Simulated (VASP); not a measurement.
# Ta2N (P-31m) in VASP: notebook, part 2 of 2

VASP 6.6.1. The steps go on from the part before.

## Step 5: Single point, LDA

This run uses another cell than the first one, of the same volume but with other edges.

Input file INCAR:

```
PREC = Accurate
ENCUT = 520
EDIFF = 1E-6
ISMEAR = 0
SIGMA = 0.15
LREAL = False
LASPH = True
NELM = 60
ALGO = Normal
ISIF = 2
LWAVE = False
LCHARG = False
NBANDS = 50
```

Input file KPOINTS:

```
Automatic mesh
0
Gamma
  9 9 8
```

Input file POSCAR:

```
Ta2N
1.0
    5.2641495424      0.0000000000      0.0000000000
   -2.6320747712      4.5588872330      0.0000000000
    0.0000000000      0.0000000000      4.8182760762
Ta N
6 3
Direct
    0.7147405334      0.7147405334      0.7526041962
    0.0000000000      0.2852594666      0.7526041962
    0.2852594666      0.0000000000      0.7526041962
    0.2852594666      0.2852594666      0.2473958038
    0.0000000000      0.7147405334      0.2473958038
    0.7147405334      0.0000000000      0.2473958038
    0.6666666667      0.3333333333      0.5000000000
    0.3333333333      0.6666666667      0.5000000000
    0.0000000000      0.0000000000      0.0000000000
```

Potentials or basis: VASP PAW LDA potentials, release 64 (Ta_pv, N).

The run is started by

```
> cat potpaw_LDA.64/Ta_pv/POTCAR potpaw_LDA.64/N/POTCAR > POTCAR
> mpirun -np 1 vasp_std > vasp.out
```

OUTCAR:

```text
PREC = Accurate
   ENCUT = 520
   EDIFF = 1E-6
   ISMEAR = 0
   LREAL = False
   LASPH = True
   NELM = 60
   ISIF = 2

 ion  position               nearest neighbor table
   1  0.715  0.715  0.753-   9 1.92   7 2.25   8 2.25   2 2.60   3 2.60   6 2.82   5 2.82   6 2.86
                             5 2.86   3 3.28   2 3.28   2 3.28   3 3.28   4 3.29   4 3.32
   2  0.000  0.285  0.753-   9 1.92   7 2.25   8 2.25   1 2.60   3 2.60   6 2.82   4 2.82   6 2.86
                             4 2.86   3 3.28   1 3.28   1 3.28   3 3.28   5 3.29   5 3.32
   3  0.285  0.000  0.753-   9 1.92   8 2.25   7 2.25   2 2.60   1 2.60   4 2.82   5 2.82   5 2.86
                             4 2.86   2 3.28   1 3.28   2 3.28   1 3.28   6 3.29   6 3.32
   4  0.285  0.285  0.247-   9 1.92   8 2.25   7 2.25   5 2.60   6 2.60   3 2.82   2 2.82   3 2.86
                             2 2.86   6 3.28   5 3.28   5 3.28   6 3.28   1 3.29   1 3.32
   5  0.000  0.715  0.247-   9 1.92   8 2.25   7 2.25   4 2.60   6 2.60   3 2.82   1 2.82   3 2.86
                             1 2.86   6 3.28   4 3.28   4 3.28   6 3.28   2 3.29   2 3.32
   6  0.715  0.000  0.247-   9 1.92   7 2.25   8 2.25   5 2.60   4 2.60   1 2.82   2 2.82   1 2.86
                             2 2.86   5 3.28   4 3.28   4 3.28   5 3.28   3 3.29   3 3.32
   7  0.667  0.333  0.500-   6 2.25   2 2.25   5 2.25   3 2.25   1 2.25   4 2.25
   8  0.333  0.667  0.500-   3 2.25   5 2.25   2 2.25   6 2.25   4 2.25   1 2.25
   9  0.000  0.000  0.000-   1 1.92   2 1.92   4 1.92   5 1.92   3 1.92   6 1.92

  LATTYP: Found a hexagonal cell.
 ALAT       =     5.2641495424
 C/A-ratio  =     0.9153000000

  Lattice vectors:

 A1 = (   5.2641495424,   0.0000000000,   0.0000000000)
 A2 = (  -2.6320747712,   4.5588872330,   0.0000000000)
 A3 = (   0.0000000000,   0.0000000000,   4.8182760762)

Analysis of symmetry for initial positions (statically):
=====================================================================
 Subroutine PRICEL returns:
 Original cell was already a primitive cell.

 Routine SETGRP: Setting up the symmetry group for a
 hexagonal supercell.

 Subroutine GETGRP returns: Found 12 space group operations
 (whereof 12 operations were pure point group operations)
[... 159 lines left out ...]
   LEPSILON=     F    determine dielectric tensor
   LRPA    =     F    only Hartree local field effects (RPA)
 non-spin polarized calculation
 Gauss-broadening in eV      SIGMA  =   0.15
  energy-cutoff  :      520.00
  volume of cell :      115.63
 maximum number of plane-waves:      3137
   NGX = 19   NGY = 19   NGZ = 17

 number of electron      80.9999999 magnetization

 Free energy of the ion-electron system (eV)
  ---------------------------------------------------
  ext. energy  EPLUGINS =         0.00000000
  ---------------------------------------------------
  free energy    TOTEN  =      -107.87904115 eV

  energy without entropy =     -107.82252097  energy(sigma->0) =     -107.85078106

 E-fermi :   7.1406     XC(G=0): -13.2525

 val. band max:        7.1327841457   @ k =   0.1111  -0.0000   0.0000
 cond. band min:       7.1422837394   @ k =   0.3333   0.1111   0.2500
 fundamental gap:      0.0094995936
 Fermi energy:         7.1406481466

 k-point     1 :       0.0000    0.0000    0.0000
  band No.  band energies     occupation
      1     -28.7888      2.00000
      2     -27.9157      2.00000
      3     -27.6740      2.00000
      4     -27.5771      2.00000
      5     -27.5771      2.00000
      6     -27.3718      2.00000
[... 1261 lines left out ...]
     49      10.6871      0.00000
     50      10.9054      0.00000

 [... further k-points ...]

------------------------ aborting loop because EDIFF is reached ----------------------------------------

  FORCE on cell =-STRESS in cart. coord.  units (eV):
  Direction    XX          YY          ZZ          XY          YZ          ZX
  --------------------------------------------------------------------------------------
  -------------------------------------------------------------------------------------
  Total       21.1673259     21.1673259     18.8477084     -0.0000000      0.0000000     -0.0000000
  in kB      293.2903886    293.2903885    261.1502147     -0.0000000      0.0000000     -0.0000000
  external PRESSURE =     282.5769972 kB  Pullay stress =       0.0000000 kB

 VOLUME and BASIS-vectors are now :
 -----------------------------------------------------------------------------
  energy-cutoff  :      520.00
  volume of cell :      115.63
      direct lattice vectors                 reciprocal lattice vectors
     5.264149542  0.000000000  0.000000000     0.189964208  0.109675887  0.000000000
    -2.632074771  4.558887233  0.000000000     0.000000000  0.219351774  0.000000000
     0.000000000  0.000000000  4.818276076     0.000000000  0.000000000  0.207543110

 POSITION                                       TOTAL-FORCE (eV/Angst)
 -----------------------------------------------------------------------------------
      1.88125      3.25842      3.62625        -4.669460     -8.087743     -3.526471
     -0.75082      1.30047      3.62625        -4.669460      8.087743     -3.526471
      1.50165      0.00000      3.62625         9.338921      0.000000     -3.526471
      0.75082      1.30047      1.19202         4.669460      8.087743      3.526471
     -1.88125      3.25842      1.19202         4.669460     -8.087743      3.526471
      3.76250      0.00000      1.19202        -9.338921     -0.000000      3.526471
      2.63207      1.51963      2.40914         0.000000      0.000000     -0.000000
     -0.00000      3.03926      2.40914        -0.000000      0.000000     -0.000000
      0.00000      0.00000      0.00000         0.000000      0.000000     -0.000000
 -----------------------------------------------------------------------------------
    total drift:                                0.000000      0.000000     -0.000000

  FREE ENERGIE OF THE ION-ELECTRON SYSTEM (eV)
  ---------------------------------------------------
  free  energy   TOTEN  =      -107.8790411504 eV

  energy  without entropy=     -107.8225209658  energy(sigma->0) =     -107.85078106
```

OSZICAR:

```text
N       E                     dE             d eps       ncg     rms          rms(c)
DAV:   1     0.850384466468E+03    0.85038E+03   -0.44261E+04  8100   0.171E+03
DAV:   2    -0.576526883732E+02   -0.90804E+03   -0.87792E+03  8946   0.511E+02
DAV:   3    -0.117233339065E+03   -0.59581E+02   -0.57522E+02 10138   0.119E+02
DAV:   4    -0.118670814282E+03   -0.14375E+01   -0.14226E+01  9768   0.174E+01
DAV:   5    -0.118708038325E+03   -0.37224E-01   -0.37162E-01 10272   0.233E+00    0.598E+01
DAV:   6    -0.108708607274E+03    0.99994E+01   -0.57588E+01  9874   0.321E+01    0.287E+01
DAV:   7    -0.108089669157E+03    0.61894E+00   -0.54788E+00  9918   0.986E+00    0.127E+01
DAV:   8    -0.107884817789E+03    0.20485E+00   -0.82033E-01 10632   0.439E+00    0.227E+00
DAV:   9    -0.107881591057E+03    0.32267E-02   -0.70863E-02  9704   0.117E+00    0.493E-01
DAV:  10    -0.107879858225E+03    0.17328E-02   -0.25329E-02 10696   0.717E-01    0.258E-01
DAV:  11    -0.107879040973E+03    0.81725E-03   -0.46982E-03 10608   0.292E-01    0.932E-02
DAV:  12    -0.107879053320E+03   -0.12347E-04   -0.92304E-04 10024   0.120E-01    0.303E-02
DAV:  13    -0.107879041942E+03    0.11377E-04   -0.57960E-05 10024   0.376E-02    0.150E-02
DAV:  14    -0.107879041150E+03    0.79207E-06   -0.59364E-06  8280   0.107E-02
   1 F= -.10787904E+03 E0= -.10785078E+03  d E =-.565202E-01
```

stdout:

```text
POSCAR found type information on POSCAR TaN
 POSCAR found :  2 types and       9 ions
 scaLAPACK will be used
 LDA part: xc-table for (Slater(with rela. corr.)+CA(PZ))
 , standard interpolation
 POSCAR, INCAR and KPOINTS ok, starting setup
 FFT: planning ... GRIDC
 FFT: planning ... GRID_SOFT
 FFT: planning ... GRID
 WAVECAR not read
 entering main loop
```

Wall time 3 min (1 thread of Intel Xeon 6975P-C (Granite Rapids), shared host); peak memory 0.42 GiB.

What came out:

* Free energy: -107.8790 eV
* Pressure: 28.3 GPa
* Largest force: 9.983 eV/Å
* Band gap on the k mesh: zero (an odd number of electrons rules out a gap without spin polarisation)

Forces in eV/Å, atoms in the order of the input:
```
Ta  -4.669 -8.088 -3.526
Ta  -4.669  8.088 -3.526
Ta   9.339  0.000 -3.526
Ta   4.669  8.088  3.526
Ta   4.669 -8.088  3.526
Ta  -9.339  0.000  3.526
N    0.000  0.000  0.000
N    0.000  0.000  0.000
N    0.000  0.000  0.000
```

Stress tensor (GPa, compression positive):
```
29.33  0.00  0.00
 0.00 29.33  0.00
 0.00  0.00 26.12
```

Levels at points of the mesh, in eV from the Fermi level:
```csv
k point,band 38,band 39,band 40,band 41,band 42,band 43
"(0.00, 0.00, 0.00)",-0.76,-0.26,-0.26,-0.05,0.32,0.32
"(0.00, 0.00, 0.50)",-1.14,-1.12,-1.12,-0.60,-0.18,-0.18
```

Caveat: the cell stands under pressure; spin-orbit coupling is left out, which moves the levels of the heavy elements; forces of over 1 eV/Å act on the atoms, so gaps and moduli don't describe the material at rest.

## Step 6: Single point, LDA

This run uses another cell than the first one, of the same volume but with other edges.

Input file INCAR:

```
SYSTEM = Ta2N
PREC = Accurate
ENCUT = 520
EDIFF = 1E-7
ISMEAR = 0
SIGMA = 0.15
LREAL = .FALSE.
LASPH = .TRUE.
NELM = 80
ALGO = Normal
ISIF = 2
LWAVE = .FALSE.
LCHARG = .FALSE.
NBANDS = 50
```

Input file KPOINTS:

```
regular mesh
0
G
  9 9 8
  0 0 0
```

Input file POSCAR:

```
Ta2N
1.0
    5.3004953848      0.0000000000      0.0000000000
   -2.6502476924      4.5903636559      0.0000000000
    0.0000000000      0.0000000000      4.7524241620
Ta N
6 3
Direct
    0.6191173904      0.6191173904      0.7526041962
    0.0000000000      0.3808826096      0.7526041962
    0.3808826096      0.0000000000      0.7526041962
    0.3808826096      0.3808826096      0.2473958038
    0.0000000000      0.6191173904      0.2473958038
    0.6191173904      0.0000000000      0.2473958038
    0.6666666667      0.3333333333      0.5000000000
    0.3333333333      0.6666666667      0.5000000000
    0.0000000000      0.0000000000      0.0000000000
```

Potentials or basis: VASP PAW LDA potentials, release 64 (Ta_pv, N).

The run is started by

```
> cat potpaw_LDA.64/Ta_pv/POTCAR potpaw_LDA.64/N/POTCAR > POTCAR
> mpirun -np 1 vasp_std > vasp.out
```

Run time: 11 min. Hardware: 1 thread of AMD EPYC 7R43 (Zen 3), shared host; peak memory 0.39 GiB.

It converged, with:

```
Free energy            : -109.3169 eV
Pressure               : 19.7 GPa
Largest force          : 6.419 eV/Å
Band gap on the k mesh : zero (an odd number of electrons rules out a gap without spin polarisation)
```

Forces on the atoms (eV/Å):
```
Ta   3.020  5.230  2.174
Ta   3.020 -5.230  2.174
Ta  -6.040  0.000  2.174
Ta  -3.020 -5.230 -2.174
Ta  -3.020  5.230 -2.174
Ta   6.040  0.000 -2.174
N    0.000  0.000  0.000
N    0.000  0.000  0.000
N    0.000  0.000  0.000
```

Stress tensor (GPa, compression positive):
```
16.15  0.00  0.00
 0.00 16.15  0.00
 0.00  0.00 26.70
```

Levels at points of the mesh, in eV from the Fermi level:
| k point | band 38 | band 39 | band 40 | band 41 | band 42 | band 43 | band 44 | band 45 |
| --- | --- | --- | --- | --- | --- | --- | --- | --- |
| (0.00, 0.00, 0.00) | -0.52 | -0.52 | -0.50 | -0.50 | -0.43 | 0.56 | 1.16 | 1.16 |
| (0.00, 0.00, 0.50) | -0.51 | -0.50 | -0.50 | 0.09 | 0.10 | 0.10 | 1.30 | 2.43 |

Caveat: the cell stands under pressure; spin-orbit coupling is left out, which moves the levels of the heavy elements; forces of over 1 eV/Å act on the atoms, so gaps and moduli don't describe the material at rest.

## Step 7: The runs side by side

```csv
cell,gap on the mesh (eV),pressure (GPa),largest force (eV/Å)
"a = 5.376, b = 5.376, c = 4.619 Å, angles 90.0, 90.0, 120.0°, 9 atoms, atomic positions A",none,21.0,6.36
"a = 5.229, b = 5.229, c = 4.884 Å, angles 90.0, 90.0, 120.0°, 9 atoms, atomic positions B",none,5.8,3.36
"a = 5.338, b = 5.338, c = 4.686 Å, angles 90.0, 90.0, 120.0°, 9 atoms, atomic positions A",none,20.3,6.38
"a = 5.264, b = 5.264, c = 4.818 Å, angles 90.0, 90.0, 120.0°, 9 atoms, atomic positions C",none,28.3,9.98
"a = 5.300, b = 5.300, c = 4.752 Å, angles 90.0, 90.0, 120.0°, 9 atoms, atomic positions A",none,19.7,6.42
```

Alike in all rows: task single point; level LDA; potentials or basis VASP PAW LDA potentials, release 64 (Ta_pv, N); no spin polarisation; k mesh 9 × 9 × 8; cutoff (eV) 520; smearing gaussian 0.15 eV.

Caveats: the cell stands under pressure; spin-orbit coupling is left out, which moves the levels of the heavy elements; forces of over 1 eV/Å act on the atoms, so gaps and moduli don't describe the material at rest.

Absolute energies hang on the potentials; compare differences alone.
